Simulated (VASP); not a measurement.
Runs of VASP 6.6.1 on KBr. The structure is that of space group Fm-3m (No. 225), or close to it. The cells are those of the table. 

```tsv
level	cell	gap on the mesh (eV)	pressure (GPa)
r2SCAN	a = 4.762 Å, angles 60.0°, 2 atoms	4.91	-0.8
PBE	a = 4.690 Å, angles 60.0°, 2 atoms	4.39	0.5
r2SCAN	a = 4.670 Å, angles 60.0°, 2 atoms	(d)	0.0
PBE	a = 4.785 Å, angles 60.0°, 2 atoms	4.24	(b)
PBE	a = 4.670 Å, angles 60.0°, 2 atoms	4.43	0.7
PBE	a = 4.642 Å, angles 60.0°, 2 atoms	4.48	1.0
r2SCAN	a = 4.717 Å, angles 60.0°, 2 atoms	(c)	-0.4
r2SCAN	a = 4.623 Å, angles 60.0°, 2 atoms	5.16	(a)
```

Alike in all rows: task single point; potentials or basis VASP PAW PBE potentials, release 64 (K_sv, Br); no spin polarisation; k mesh 6 × 6 × 6; cutoff (eV) 520; smearing gaussian 0.01 eV.

Q: Fill in the values left out.

A: (a) 0.6; (b) -0.3; (c) 4.99; (d) 5.07.

Caveats: the PAW data sets were made with another functional, which shifts forces and pressure a little (some runs).

A k mesh can miss the band edges, and the runs leave out spin-orbit coupling on Br.
